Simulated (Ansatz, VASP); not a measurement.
## Br in VASP and in Ansatz

```
Br
1.0
    -4.12254    4.12254    4.12254
     4.12254   -4.12254    4.12254
     4.12254    4.12254   -4.12254
Br
8
Cartesian
  1.0320 1.0320 1.0320
  -1.0320 3.0905 1.0320
  1.0320 -1.0320 3.0905
  3.0905 1.0320 -1.0320
  3.0905 3.0905 3.0905
  1.0320 5.1546 -1.0320
  -1.0320 1.0320 5.1546
  5.1546 -1.0320 1.0320
```

Alike in both runs: functional PBE; k mesh 4 × 4 × 4; occupations gaussian, width 0.1 eV; no spin polarisation.

Ansatz relaxed the structure, and its values are those at the end. VASP's run is a single point on that final structure, the one shown.

```csv
,VASP,Ansatz
version,VASP 6.6.1,Ansatz 0.2.0
potentials or method,"VASP PAW PBE potentials, release 64 (Br), cutoff 520 eV","scalar-relativistic, plane waves, PAW"
valence electrons in the cell,56,56
```

```csv
,VASP,Ansatz,Ansatz less VASP
gap on the k mesh at the Fermi level (eV),none,none,-
pressure (GPa),0.0,0.0,0.00
rms of the force components (eV/Å),0.006,0.006,-0.0001
```

A gap of «none» marks a metal or a gap that the smearing closes.
